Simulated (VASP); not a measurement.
Crystal: NdZrS2.

```
Nd Zr S
1.0
     3.63236    0.00000    0.00000
    -1.81618    3.14572    0.00000
     0.00000    0.00000    7.27184
Nd Zr S
1 1 2
Cartesian
  1.8162 1.0486 3.6359
  1.8162 1.0486 0.0000
  0.0000 2.0971 1.6302
  0.0000 2.0971 5.6417
```

The cell was built from a structure type or drawn by symmetry, and may not be a known phase.

| Item | Value |
| --- | --- |
| Program | VASP 6.6.1 |
| Task | relaxation of cell and atoms |
| Functional | PBE |
| Potentials or basis | VASP PAW PBE potentials, release 64 (Nd, Zr_sv, S) |
| Cutoff | 600 eV |
| k mesh | 12 × 12 × 6 |
| Occupations | gaussian, width 0.1 eV |
| Spin | no spin polarisation |

At the start: pressure -2.7 GPa; volume 20.77 Å³/atom.

Question: How do energy, volume and symmetry change on relaxing?

Answer: Over 6 steps the energy falls by 9.1 meV/atom and the volume is 20.03 Å³/atom (-3.6 %); space group P-6m2 (No. 187, to 0.1 Å) before and after.

Step by step:
| step | energy change (eV) | largest force (eV/Å) | pressure (GPa) | volume (Å³) |
| --- | --- | --- | --- | --- |
| 1 | 0.0000 | 0.0929 | -2.66 | 83.09 |
| 2 | -0.0228 | 0.1797 | 2.00 | 79.00 |
| 3 | -0.0284 | 0.1498 | 0.44 | 80.21 |
| 4 | -0.0360 | 0.0273 | 0.07 | 80.14 |
| 5 | -0.0364 | 0.0055 | -0.17 | 80.12 |
| 6 | -0.0364 | 0.0074 | 0.03 | 80.11 |

Final structure:
```
CELL_PARAMETERS angstrom
3.55540 0.00000 0.00000
-1.77770 3.07907 0.00000
0.00000 0.00000 7.31813
ATOMIC_POSITIONS crystal
Nd 0.66667 0.33333 0.50000
Zr 0.66667 0.33333 0.00000
S 0.33333 0.66667 0.22597
S 0.33333 0.66667 0.77403
```

Caveat: the run has no spin polarisation, though such a crystal can be magnetic; semilocal functionals describe open f shells poorly, which spoils levels, moments and volumes.
